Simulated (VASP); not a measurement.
Runs of VASP 6.6.1 on TiH. The structure is that of space group Fm-3m (No. 225), or close to it. The cells are those of the table. 

```csv
task,cell,cutoff (eV),gap on the mesh (eV),pressure (GPa)
single point,"a = 2.875 Å, angles 60.0°, 2 atoms",520,none,(a)
single point,"a = 2.934 Å, angles 60.0°, 2 atoms",520,none,-0.1
single point,"a = 2.827 Å, angles 60.0°, 2 atoms",520,none,19.7
single point,"a = 2.786 Å, angles 60.0°, 2 atoms",520,none,29.7
relaxation of cell and atoms,"relaxed from a = 2.956 Å, angles 60.0°, 2 atoms",600,none,0.0
```

Alike in all rows: level PBEsol; potentials or basis VASP PAW PBE potentials, release 64 (Ti_sv, H); no spin polarisation; k mesh 7 × 7 × 7; smearing fermi-dirac 0.1 eV.

Q: Fill in the values left out.

A: (a) 9.8.

Caveats: all runs use coarse meshes; the PAW data sets were made with another functional, which shifts forces and pressure a little.

A gap of «none» marks levels without a gap at the run's occupations.
